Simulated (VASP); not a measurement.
Set up this calculation in VASP 6.6.1, as the native input.

```
Task                   : single point
Functional             : PBE
Potentials or basis    : VASP PAW PBE potentials, release 64 (Al, Ir_sv_GW)
Cutoff                 : 500 eV
k mesh                 : 6 × 6 × 6
Occupations            : gaussian, width 0.1 eV
Spin                   : no spin polarisation
Dipole correction      : no
Second run             : valence_matched
Further INCAR settings : ALGO = Normal; EDIFF = 1e-06; NBANDS = 62
```

The structure of AlIr6 lies in POSCAR:

```
AlIr6
1.0
    5.9424517465      0.0000000000      0.0000000000
    0.0000000000      5.9424517465      0.0000000000
    0.0000000000      0.0000000000      5.9424517465
Al Ir
1 6
Direct
    0.0000000000      0.0000000000      0.0000000000
    0.1982508195      0.5000000000      0.5000000000
    0.5000000000      0.1982508195      0.5000000000
    0.8017491805      0.5000000000      0.5000000000
    0.5000000000      0.8017491805      0.5000000000
    0.5000000000      0.5000000000      0.1982508195
    0.5000000000      0.5000000000      0.8017491805
```

These files were run (other wordings do the same):

INCAR

```
SYSTEM = AlIr6
ALGO = Normal
EDIFF = 1E-6
ENCUT = 500
GGA = PE
GGA_COMPAT = .FALSE.
ISIF = 2
ISMEAR = 0
LASPH = .TRUE.
LCHARG = .TRUE.
LELF = .TRUE.
LREAL = .FALSE.
LVHAR = .TRUE.
LWAVE = .FALSE.
NBANDS = 62
NELM = 120
PREC = Accurate
SIGMA = 0.1
```

KPOINTS

```
k-points
0
G
  6 6 6
  0 0 0
```

Potentials or basis: VASP PAW PBE potentials, release 64 (Al, Ir_sv_GW).

Launch:

```console
$ cat potpaw_PBE.64/Al/POTCAR potpaw_PBE.64/Ir_sv_GW/POTCAR > POTCAR
$ mpirun -np 1 vasp_std > vasp.out
```

Results of the run:

```
Pressure      : -1.4 GPa
Largest force : 0.008 eV/Å
```

Wall time 2.7 min on 1 thread of Intel(R) Xeon(R) 6975P-C (Granite Rapids) (shared host), peak memory 0.43 GiB.
